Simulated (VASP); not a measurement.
# LuH2 (Fm-3m) in VASP: further runs

LuH2 is run at these levels: PBEsol; tasks: relaxation of cell and atoms.

All numbers are computed with VASP 6.6.1; they aren't measurements. Logs are shortened: lines on timing, memory, paths and dates and some standing lists are left out, and cuts for length are marked.

## (1) The cell of the first run

Symmetry: Fm-3m, No. 225, cubic system. Conventional cell: a = 4.959 Å, b = 4.959 Å, c = 4.959 Å, α = 90.00°, β = 90.00°, γ = 90.00°. Within 2.8 Å of Lu (site symmetry m-3m) lie 8 H at 2.15 Å. Within 2.8 Å of H (site symmetry -43m) lie 4 Lu at 2.15 Å and 6 H at 2.48 Å.

## (2) Relaxation of cell and atoms, PBEsol, target pressure 7 GPa, at which the enthalpy is minimised

Contents of INCAR:

```
PREC = Accurate ; ENCUT = 600
EDIFF = 1E-6 ; ISMEAR = -1
SIGMA = 0.1 ; LREAL = F
LASPH = T ; NELM = 60
ALGO = Normal ; ISIF = 3
LWAVE = F ; LCHARG = F
GGA = PS ; IBRION = 2
NSW = 100 ; EDIFFG = -0.002
PSTRESS = 70.0
```

Contents of KPOINTS:

```
Automatic mesh
0
Gamma
  14 14 14
```

Contents of POSCAR:

```
LuH2
1.0
    0.0000000000      2.4795139380      2.4795139380
    2.4795139380      0.0000000000      2.4795139380
    2.4795139380      2.4795139380      0.0000000000
Lu H
1 2
Direct
    0.0000000000      0.0000000000      0.0000000000
    0.2500000000      0.2500000000      0.2500000000
    0.7500000000      0.7500000000      0.7500000000
```

Potentials or basis: VASP PAW PBE potentials, release 64 (Lu, H).

Run with:

```sh
$ cat potpaw_PBE.64/Lu/POTCAR potpaw_PBE.64/H/POTCAR > POTCAR
$ mpirun -np 1 vasp_std > vasp.out
```

OUTCAR:

```text
PREC = Accurate
   ENCUT = 600
   EDIFF = 1E-6
   ISMEAR = -1
   LREAL = F
   LASPH = T
   NELM = 60
   ISIF = 3
   GGA = PS
   IBRION = 2
   NSW = 100
   EDIFFG = -0.002
   PSTRESS = 70.0

 ion  position               nearest neighbor table
   1  0.000  0.000  0.000-   3 2.15   3 2.15   3 2.15   2 2.15   3 2.15   2 2.15   2 2.15   2 2.15

   2  0.250  0.250  0.250-   1 2.15   1 2.15   1 2.15   1 2.15
   3  0.750  0.750  0.750-   1 2.15   1 2.15   1 2.15   1 2.15

  LATTYP: Found a face centered cubic cell.
 ALAT       =     4.9590278760

  Lattice vectors:

 A1 = (   0.0000000000,   2.4795139380,   2.4795139380)
 A2 = (   2.4795139380,   0.0000000000,   2.4795139380)
 A3 = (   2.4795139380,   2.4795139380,   0.0000000000)

Analysis of symmetry for initial positions (statically):
=====================================================================
 Subroutine PRICEL returns:
 Original cell was already a primitive cell.

 Routine SETGRP: Setting up the symmetry group for a
 face centered cubic supercell.

 Subroutine GETGRP returns: Found 48 space group operations
 (whereof 48 operations were pure point group operations)
 out of a pool of 48 trial point group operations.

The static configuration has the point symmetry O_h .

Analysis of symmetry for dynamics (positions and initial velocities):
=====================================================================
 Subroutine PRICEL returns:
 Original cell was already a primitive cell.

 Routine SETGRP: Setting up the symmetry group for a
 face centered cubic supercell.

 Subroutine GETGRP returns: Found 48 space group operations
 (whereof 48 operations were pure point group operations)
 out of a pool of 48 trial point group operations.

The dynamic configuration has the point symmetry O_h .

 Subroutine INISYM returns: Found 48 space group operations
 (whereof 48 operations are pure point group operations),
 and found     1 'primitive' translations

----------------------------------------------------------------------------------------

                                     Primitive cell

  volume of cell :      30.4881

  direct lattice vectors                    reciprocal lattice vectors
     0.000000000  2.479513938  2.479513938    -0.201652426  0.201652426  0.201652426
     2.479513938  0.000000000  2.479513938     0.201652426 -0.201652426  0.201652426
     2.479513938  2.479513938  0.000000000     0.201652426  0.201652426 -0.201652426

  length of vectors
     3.506562239  3.506562239  3.506562239     0.349272247  0.349272247  0.349272247

  position of ions in fractional coordinates (direct lattice)
     0.000000000  0.000000000  0.000000000
     0.250000000  0.250000000  0.250000000
     0.750000000  0.750000000  0.750000000

  ion indices of the primitive-cell ions
   primitive index   ion index
                 1           1
                 2           2
                 3           3

----------------------------------------------------------------------------------------

 KPOINTS: Automatic mesh

Automatic generation of k-mesh.
 Grid dimensions read from file:
 generate k-points for:   14   14   14

 Generating k-lattice:

  Cartesian coordinates                     Fractional coordinates (reciprocal lattice)
    -0.014403745  0.014403745  0.014403745     0.071428571  0.000000000  0.000000000
     0.014403745 -0.014403745  0.014403745     0.000000000  0.071428571  0.000000000
     0.014403745  0.014403745 -0.014403745     0.000000000  0.000000000  0.071428571

  Length of vectors
     0.024948018  0.024948018  0.024948018

  Shift w.r.t. Gamma in fractional coordinates (k-lattice)
     0.000000000  0.000000000  0.000000000

 Subroutine IBZKPT returns following result:
 ===========================================

 Found    104 irreducible k-points:

 Following reciprocal coordinates:
            Coordinates               Weight
  0.000000  0.000000  0.000000      1.000000
  0.071429  0.000000  0.000000      8.000000
  0.142857  0.000000  0.000000      8.000000
  0.214286  0.000000  0.000000      8.000000
  0.285714  0.000000  0.000000      8.000000
  0.357143  0.000000  0.000000      8.000000
[... 16 lines left out ...]
  0.214286  0.142857  0.000000     24.000000
  0.285714  0.142857  0.000000     24.000000
 [... further k-points ...]
   k-points           NKPTS =    104   k-points in BZ     NKDIM =    104   number of bands    NBANDS=     17
   number of dos      NEDOS =    301   number of ions     NIONS =      3
   total plane-waves  NPLWV =  21952
   dimension x,y,z NGX =    28 NGY =   28 NGZ =   28
   dimension x,y,z NGXF=    56 NGYF=   56 NGZF=   56
   ions per type =               1   2
   NGX,Y,Z   is equivalent  to a cutoff of  13.27, 13.27, 13.27 a.u.
   NGXF,Y,Z  is equivalent  to a cutoff of  26.55, 26.55, 26.55 a.u.
 SYSTEM =  unknown system
   PREC   = accura    normal or accurate (medium, high low for compatibility)
   ISTART =      0    job   : 0-new  1-cont  2-samecut
   ICHARG =      2    charge: 1-file 2-atom 10-const
   ISPIN  =      1    spin polarized calculation?
   LNONCOLLINEAR =      F non collinear calculations
   LSORBIT =      F    spin-orbit coupling
   LASPH  =      T    aspherical Exc in radial PAW
   ENCUT  =  600.0 eV  44.10 Ry    6.64 a.u.   7.00  7.00  7.00*2*pi/ulx,y,z
   NELM   =     60;   NELMIN=  2; NELMDL= -5     # of ELM steps
   EDIFF  = 0.1E-05   stopping-criterion for ELM
   LREAL  =      F    real-space projection
   EDIFFG = -.2E-02   stopping-criterion for IOM
   NSW    =    100    number of steps for IOM
   IBRION =      2    ionic relax: 0-MD 1-quasi-New 2-CG
   NFREE  =      1    steps in history (QN), initial steepest desc. (CG)
   ISIF   =      3    stress and relaxation
   ISYM   =      2    0-nonsym 1-usesym 2-fastsym
   POTIM  = 0.5000    time-step for ionic-motion
   TEBEG  =    0.0;   TEEND  =   0.0 temperature during run
   PSTRESS=   70.0 pullay stress
   NELECT =      27.0000    total number of electrons
   NUPDOWN=      -1.0000    fix difference up-down
   EMIN   =  10.00;   EMAX   =-10.00  energy-range for DOS
   EFERMI =   0.00;   METHOD = LEGACY
   ISMEAR =    -1;   SIGMA  =   0.10  broadening in eV -4-tet -1-fermi 0-gaus
   EFERMI_NEDOS =   21; number of points for ismear=-14 and -15
   IALGO  =     38    algorithm
   IMIX   =      4    mixing-type and parameters
     AMIX     =   0.40;   BMIX     =  1.00
     AMIX_MAG =   1.60;   BMIX_MAG =  1.00
  volume/ion in A,a.u.               =      10.16        68.58
  Fermi-wavevector in a.u.,A,eV,Ry     =   1.572122  2.970879 33.627711  2.471567
  Thomas-Fermi vector in A             =   2.673603
   LORBIT       =      0    0 simple, 1 ext, 2 COOP (PROOUT), +10 PAW based schemes
   GGA     = PS    functional components
   LHFCALC =     F    Hartree Fock is set to
   AEXX    =    0.0000 exact exchange contribution
   IVDW    =     0    specifies the selected vdW correction
   LEPSILON=     F    determine dielectric tensor
   LRPA    =     F    only Hartree local field effects (RPA)
 conjugate gradient relaxation of ions
 non-spin polarized calculation
  energy-cutoff  :      600.00
  volume of cell :       30.49
 maximum number of plane-waves:      1034
   NGX = 13   NGY = 13   NGZ = 13

--------------------------------------- Ionic step        1  -------------------------------------------

 number of electron      26.9999997 magnetization

 Free energy of the ion-electron system (eV)
  ---------------------------------------------------
  ext. energy  EPLUGINS =         0.00000000
  ---------------------------------------------------
  free energy    TOTEN  =       -13.71045226 eV

  energy without entropy =      -13.69070282  energy(sigma->0) =      -13.70057754

 E-fermi :   2.6747     XC(G=0): -11.4098

 val. band max:        2.6131575038   @ k =  -0.3571   0.2143   0.0000
 cond. band min:       2.6918461806   @ k =   0.4286   0.2143   0.0000
 fundamental gap:      0.0786886768
 Fermi energy:         2.6747470631

 k-point     1 :       0.0000    0.0000    0.0000
  band No.  band energies     occupation
      1     -53.3140      2.00000
      2     -23.8118      2.00000
      3     -23.8118      2.00000
      4     -23.8118      2.00000
      5      -6.7673      2.00000
      6      -2.4462      2.00000
[... 9 lines left out ...]
     16       4.0972      0.00000
     17       7.0700      0.00000

 k-point     2 :       0.0714    0.0000    0.0000
  band No.  band energies     occupation
      1     -53.3127      2.00000
      2     -23.8390      2.00000
      3     -23.8150      2.00000
      4     -23.8150      2.00000
      5      -6.6412      2.00000
      6      -2.4484      2.00000
[... 9 lines left out ...]
     16       4.8867      0.00000
     17       6.9795      0.00000
[... 579 lines left out ...]
 POSITION                                       TOTAL-FORCE (eV/Angst)
 -----------------------------------------------------------------------------------
      0.00000      0.00000      0.00000        -0.000000      0.000000     -0.000000
      1.21599      1.21599      1.21599        -0.000000     -0.000000     -0.000000
      3.64798      3.64798      3.64798         0.000000      0.000000      0.000000
 -----------------------------------------------------------------------------------
    total drift:                               -0.000000     -0.000000      0.000000

  FREE ENERGIE OF THE ION-ELECTRON SYSTEM (eV)
  ---------------------------------------------------
  free  energy   TOTEN  =       -13.6729275371 eV

  energy  without entropy=      -13.6537782870  energy(sigma->0) =      -13.66335291

  enthalpy is  TOTEN    =       -12.4160293685 eV   P V=        1.2568981686

--------------------------------------- Ionic step        5  -------------------------------------------

 number of electron      27.0000005 magnetization

 Free energy of the ion-electron system (eV)
  ---------------------------------------------------
  ext. energy  EPLUGINS =         0.00000000
  ---------------------------------------------------
  free energy    TOTEN  =       -13.67290141 eV

  energy without entropy =      -13.65375221  energy(sigma->0) =      -13.66332681

 E-fermi :   2.8684     XC(G=0): -11.7038

 val. band max:        2.8101337365   @ k =  -0.3571   0.2143   0.0000
 cond. band min:       2.8835574443   @ k =   0.4286   0.2143   0.0000
 fundamental gap:      0.0734237078
 Fermi energy:         2.8683580925

 k-point     1 :       0.0000    0.0000    0.0000
  band No.  band energies     occupation
      1     -52.9212      2.00000
      2     -23.3931      2.00000
      3     -23.3931      2.00000
      4     -23.3931      2.00000
      5      -6.7762      2.00000
      6      -2.1491      2.00000
[... 9 lines left out ...]
     16       4.3601      0.00000
     17       7.5264      0.00000

 k-point     2 :       0.0714    0.0000    0.0000
  band No.  band energies     occupation
      1     -52.9195      2.00000
      2     -23.4269      2.00000
      3     -23.3970      2.00000
      4     -23.3970      2.00000
      5      -6.6403      2.00000
      6      -2.1538      2.00000
[... 9 lines left out ...]
     16       5.2294      0.00000
     17       7.4273      0.00000
[... 453 lines left out ...]
 VOLUME and BASIS-vectors are now :
 -----------------------------------------------------------------------------
  energy-cutoff  :      600.00
  volume of cell :       28.77
      direct lattice vectors                 reciprocal lattice vectors
    -0.000000000  2.431967836  2.431967836    -0.205594824  0.205594824  0.205594824
     2.431967836 -0.000000000  2.431967836     0.205594824 -0.205594824  0.205594824
     2.431967836  2.431967836 -0.000000000     0.205594824  0.205594824 -0.205594824

 POSITION                                       TOTAL-FORCE (eV/Angst)
 -----------------------------------------------------------------------------------
      4.86394      2.43197      2.43197        -0.000000     -0.000000     -0.000000
      1.21598      1.21598      1.21598         0.000000      0.000000      0.000000
      3.64795      3.64795      3.64795        -0.000000     -0.000000     -0.000000
 -----------------------------------------------------------------------------------
    total drift:                                0.000000      0.000000      0.000000

  FREE ENERGIE OF THE ION-ELECTRON SYSTEM (eV)
  ---------------------------------------------------
  free  energy   TOTEN  =       -13.6729014081 eV

  energy  without entropy=      -13.6537522133  energy(sigma->0) =      -13.66332681

  enthalpy is  TOTEN    =       -12.4160297480 eV   P V=        1.2568716601

 reached required accuracy - stopping structural energy minimisation
```

Wall time 95 s (1 thread of Intel Xeon 6975P-C (Granite Rapids), shared host); peak memory 0.23 GiB.

What came out:

* Free energy: -13.6729 eV
* Relaxed volume: 9.59 Å³/atom
* Relaxed cell: a = 3.439 Å, b = 3.439 Å, c = 3.439 Å, α = 60.00°, β = 60.00°, γ = 60.00°
* Space group after relaxing (to 0.1 Å): Fm-3m (No. 225)
* Energy change on relaxing (the run minimises the enthalpy): +12.5 meV/atom
* Ionic steps: 5
* Pressure after relaxing: 7.0 GPa
* Band gap on the k mesh: zero (an odd number of electrons rules out a gap without spin polarisation)

Step by step:
| step | energy change (eV) | largest force (eV/Å) | pressure (GPa) | volume (Å³) |
| --- | --- | --- | --- | --- |
| 1 | 0.0000 | 0.0000 | 0.36 | 30.49 |
| 2 | 0.0420 | 0.0000 | 7.19 | 28.67 |
| 3 | 0.0399 | 0.0000 | 7.22 | 28.71 |
| 4 | 0.0375 | 0.0000 | 6.87 | 28.77 |
| 5 | 0.0376 | 0.0000 | 6.98 | 28.77 |

Final structure:
```cif
data_structure
_symmetry_space_group_name_H-M 'P 1'
_symmetry_Int_Tables_number 1
_cell_length_a 3.4393
_cell_length_b 3.4393
_cell_length_c 3.4393
_cell_angle_alpha 60.000
_cell_angle_beta 60.000
_cell_angle_gamma 60.000
_cell_volume 28.77
loop_
_atom_site_label
_atom_site_type_symbol
_atom_site_fract_x
_atom_site_fract_y
_atom_site_fract_z
_atom_site_occupancy
Lu1 Lu 0.00000 0.00000 0.00000 1
H1 H 0.25000 0.25000 0.25000 1
H2 H 0.75000 0.75000 0.75000 1
```

Caveat: the cell is relaxed towards a set pressure, so the run minimises the enthalpy, not the energy; the PAW data sets were made with another functional, which shifts forces and pressure a little; spin-orbit coupling is left out, which moves the levels of the heavy elements.

## (3) Relaxation of cell and atoms, PBEsol, target pressure 10 GPa, at which the enthalpy is minimised

Contents of INCAR:

```
PREC = Accurate ; ENCUT = 600
EDIFF = 1E-6 ; ISMEAR = -1
SIGMA = 0.1 ; LREAL = False
LASPH = True ; NELM = 80
ALGO = Normal ; ISIF = 3
LWAVE = False ; LCHARG = False
GGA = PS ; IBRION = 2
NSW = 100 ; EDIFFG = -0.002
PSTRESS = 100.0
```

Contents of KPOINTS:

```
regular mesh
0
Gamma
  14 14 14
```

POSCAR is that of step 2.

Potentials or basis: VASP PAW PBE potentials, release 64 (Lu, H).

Run with:

```sh
$ cat potpaw_PBE.64/Lu/POTCAR potpaw_PBE.64/H/POTCAR > POTCAR
$ mpirun -np 1 vasp_std > vasp.out
```

It took 4 min on 1 thread of Intel Xeon 6975P-C (Granite Rapids), shared host; peak memory 0.24 GiB.

It converged, with:

* Free energy: -13.6368 eV
* Relaxed volume: 9.36 Å³/atom
* Relaxed cell: a = 3.412 Å, b = 3.412 Å, c = 3.412 Å, α = 60.00°, β = 60.00°, γ = 60.00°
* Space group after relaxing (to 0.1 Å): Fm-3m (No. 225)
* Energy change on relaxing (the run minimises the enthalpy): +24.5 meV/atom
* Ionic steps: 22
* Pressure after relaxing: 10.0 GPa
* Band gap on the k mesh: zero (an odd number of electrons rules out a gap without spin polarisation)

Step by step:
| step | energy change (eV) | largest force (eV/Å) | pressure (GPa) | volume (Å³) |
| --- | --- | --- | --- | --- |
| 1 | 0.0000 | 0.0000 | 0.36 | 30.49 |
| 2 | 0.0874 | 0.0000 | 11.03 | 27.87 |
| 3 | 0.0737 | 0.0000 | 10.05 | 28.08 |
| 4 | 0.0708 | 0.0000 | 9.90 | 28.13 |
| 5 | 0.0708 | 0.0000 | 9.89 | 28.13 |
| 6 | 0.0709 | 0.0000 | 9.89 | 28.12 |
| 7 | 0.0709 | 0.0000 | 9.76 | 28.12 |
| 8 | 0.0709 | 0.0000 | 9.78 | 28.12 |
| 9 | 0.0709 | 0.0000 | 9.79 | 28.12 |
| 10 | 0.0709 | 0.0000 | 9.79 | 28.12 |
| 11 | 0.0709 | 0.0000 | 9.79 | 28.12 |
| 12 | 0.0709 | 0.0000 | 9.80 | 28.12 |
| 13 | 0.0709 | 0.0000 | 9.81 | 28.12 |
| 14 | 0.0710 | 0.0000 | 9.87 | 28.12 |
| 15 | 0.0710 | 0.0000 | 9.84 | 28.12 |
| 16 | 0.0712 | 0.0000 | 9.86 | 28.12 |
| 17 | 0.0715 | 0.0000 | 9.69 | 28.12 |
| 18 | 0.0720 | 0.0000 | 9.85 | 28.11 |
| 19 | 0.0732 | 0.0000 | 9.92 | 28.09 |
| 20 | 0.0756 | 0.0000 | 10.13 | 28.05 |
| 21 | 0.0741 | 0.0000 | 10.10 | 28.07 |
| 22 | 0.0736 | 0.0000 | 10.03 | 28.08 |

Final structure:
```
Lu H
1.0
     0.00000    2.41245    2.41245
     2.41245    0.00000    2.41245
     2.41245    2.41245    0.00000
Lu H
1 2
Direct
  0.00000 0.00000 0.00000
  0.25000 0.25000 0.25000
  0.75000 0.75000 0.75000
```

Levels at points of the mesh, in eV from the Fermi level:
```csv
k point,band 10,band 11,band 12,band 13,band 14,band 15,band 16,band 17
"(0.00, 0.00, 0.00)",-4.44,-4.44,-4.44,-0.06,1.52,1.52,1.52,4.77
"(0.50, 0.00, 0.00)",-4.46,-4.46,-4.43,-3.50,1.58,1.58,5.37,6.57
"(0.50, 0.50, 0.00)",-4.48,-4.47,-4.47,-3.52,-2.57,6.81,6.92,6.92
```

Caveat: the cell is relaxed towards a set pressure, so the run minimises the enthalpy, not the energy; the PAW data sets were made with another functional, which shifts forces and pressure a little; spin-orbit coupling is left out, which moves the levels of the heavy elements.
